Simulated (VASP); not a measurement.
Wanted: the native input for a VASP 6.6.1 run.

```yaml
Task: single point
Functional: PBE
Potentials_or_basis: VASP PAW PBE potentials, release 64 (Al)
Cutoff: 500 eV
k_mesh: 18 × 18 × 18
Occupations: gaussian, width 0.1 eV
Spin: no spin polarisation
Dipole_correction: no
Further_INCAR_settings: ALGO = Normal; EDIFF = 1e-06; NBANDS = 8
```

The structure of Al lies in POSCAR:

```
Al
1.0
    0.0000000000      1.9580444823      1.9580444823
    1.9580444823      0.0000000000      1.9580444823
    1.9580444823      1.9580444823      0.0000000000
Al
1
Direct
    0.0000000000      0.0000000000      0.0000000000
```

This cell differs from its parent crystal: volume scaled by 0.91.

One way to write it, as run:

INCAR

```
SYSTEM = Al
PREC     = Accurate       ! precision mode
ENCUT    = 500            ! plane-wave cutoff, eV
EDIFF    = 1E-6           ! SCF threshold, eV
ISMEAR   = 0              ! smearing method
SIGMA    = 0.1            ! smearing width, eV
LREAL    = .False.        ! projectors in reciprocal space
LASPH    = .True.         ! aspherical terms in the spheres
NELM     = 120            ! most SCF steps
ALGO     = Normal         ! electronic algorithm
ISIF     = 2              ! what is computed and relaxed
LWAVE    = .False.        ! write WAVECAR
LCHARG   = .False.        ! write CHGCAR
GGA      = PE             ! functional
NBANDS   = 8              ! bands
GGA_COMPAT= .False.
```

KPOINTS

```
regular mesh
0
Gamma
  18 18 18
  0 0 0
```

Potentials or basis: VASP PAW PBE potentials, release 64 (Al).

The run is started by

```console
$ cat potpaw_PBE.64/Al/POTCAR > POTCAR
$ mpirun -np 1 vasp_std > vasp.out
```

Results of the run:

```
Pressure : 8.9 GPa
```

Wall time 17 s on 1 thread of Intel Xeon 8259CL, with other jobs on the host, peak memory 0.13 GiB.
